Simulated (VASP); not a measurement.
Write the native input for VASP 6.6.1 that does the following.

```
Task                   : single point
Functional             : PBE
Potentials or basis    : VASP PAW PBE potentials, release 64 (Li_sv, Nb_sv, O, P)
Cutoff                 : 650 eV
k mesh                 : 1 × 1 × 1, shifted
Occupations            : gaussian, width 0.01 eV
Spin                   : no spin polarisation
Dipole correction      : no
Further INCAR settings : LREAL = Auto; ALGO = Normal; EDIFF = 1e-06; NBANDS = 158
```

The structure of Li8Nb7PO24 (a cell with a defect) lies in POSCAR:

```
Li8Nb7PO24
1.0
    2.5949501400      1.4981951600      4.6722232500
   -5.1899002700      2.9963903200      9.3444465000
    0.0000000000     -5.9927806400      9.3444465000
Li Nb O P
8 7 24 1
Direct
    0.7183582900      0.3591791400      0.3591791400
    0.2183582900      0.1091791400      0.1091791400
    0.7183582900      0.3591791400      0.8591791400
    0.2183582900      0.1091791400      0.6091791400
    0.7183582900      0.8591791400      0.3591791400
    0.2183582900      0.6091791400      0.1091791400
    0.7183582900      0.8591791400      0.8591791400
    0.2183582900      0.6091791400      0.6091791400
    0.9994820100      0.4997410100      0.4997410100
    0.4994820100      0.2497410100      0.2497410100
    0.9994820100      0.4997410100      0.9997410100
    0.9994820100      0.9997410100      0.4997410100
    0.4994820100      0.7497410100      0.2497410100
    0.9994820100      0.9997410100      0.9997410100
    0.4994820100      0.7497410100      0.7497410100
    0.2789058900      0.3209637500      0.4447556600
    0.6419275000      0.4447556600      0.1394529400
    0.8895113200      0.1394529400      0.3209637500
    0.3895113200      0.0709637500      0.3894529400
    0.7789058900      0.1947556600      0.0709637500
    0.1419275000      0.3894529400      0.1947556600
    0.2789058900      0.3209637500      0.9447556600
    0.6419275000      0.4447556600      0.6394529400
    0.8895113200      0.1394529400      0.8209637500
    0.3895113200      0.0709637500      0.8894529400
    0.7789058900      0.1947556600      0.5709637500
    0.1419275000      0.3894529400      0.6947556600
    0.2789058900      0.8209637500      0.4447556600
    0.6419275000      0.9447556600      0.1394529400
    0.8895113200      0.6394529400      0.3209637500
    0.3895113200      0.5709637500      0.3894529400
    0.7789058900      0.6947556600      0.0709637500
    0.1419275000      0.8894529400      0.1947556600
    0.2789058900      0.8209637500      0.9447556600
    0.6419275000      0.9447556600      0.6394529400
    0.8895113200      0.6394529400      0.8209637500
    0.3895113200      0.5709637500      0.8894529400
    0.7789058900      0.6947556600      0.5709637500
    0.1419275000      0.8894529400      0.6947556600
    0.4994820100      0.2497410100      0.7497410100
```

One way to write it, as run:

INCAR

```
PREC = Accurate
ENCUT = 650
EDIFF = 1E-6
ISMEAR = 0
SIGMA = 0.01
LREAL = Auto
LASPH = True
NELM = 120
ALGO = Normal
ISIF = 2
LWAVE = False
LCHARG = False
GGA = PE
NBANDS = 158
GGA_COMPAT = False
```

KPOINTS

```
Automatic mesh
0
Gamma
  1 1 1
  0.25 0.25 0.25
```

Potentials or basis: VASP PAW PBE potentials, release 64 (Li_sv, Nb_sv, O, P).

Launch:

```console
$ cat potpaw_PBE.64/Li_sv/POTCAR potpaw_PBE.64/Nb_sv/POTCAR potpaw_PBE.64/O/POTCAR potpaw_PBE.64/P/POTCAR > POTCAR
$ mpirun -np 1 vasp_std > vasp.out
```

It gave:

- Pressure: -5.4 GPa
- Largest force: 3.823 eV/Å
- Band gap on the k mesh: 1.77 eV

Caveat: the k points lie up to 1.14 Å⁻¹ apart, too coarse for converged energies, forces and pressures.

Wall time 13 min on 1 thread of Intel Xeon 8259CL (shared host), peak memory 0.9 GiB.
